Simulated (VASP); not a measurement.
A run of VASP 6.6.1:

The input INCAR:

```
PREC = Accurate
ENCUT = 600
EDIFF = 1E-6
ISMEAR = -1
SIGMA = 0.05
LREAL = F
LASPH = T
NELM = 60
ALGO = Normal
ISIF = 4
LWAVE = F
LCHARG = F
GGA = PE
IBRION = 2
NSW = 50
EDIFFG = -0.005
```

Contents of KPOINTS:

```
Automatic mesh
0
Gamma
  14 14 8
```

POSCAR

```
Br
1.0
    3.3116932342      0.0000000000      0.0000000000
   -1.6558466171      2.8680104704      0.0000000000
    0.0000000000      0.0000000000      3.6267089165
Br
2
Direct
    0.3333333333      0.6666666667      0.2500000000
    0.6666666667      0.3333333333      0.7500000000
```

Potentials or basis: VASP PAW PBE potentials, release 64 (Br).

Launch:

```console
$ cat potpaw_PBE.64/Br/POTCAR > POTCAR
$ mpirun -np 1 vasp_std > vasp.out
```

Hardware: 1 thread of Intel(R) Xeon(R) Platinum 8488C (Sapphire Rapids) (shared host).

Task: Estimate the wall time of this run.

Result: Wall time 110 s on 1 thread of Intel(R) Xeon(R) Platinum 8488C (Sapphire Rapids) (shared host), peak memory 0.18 GiB. Counts: scf iterations 42, k points 120, ion steps 7.
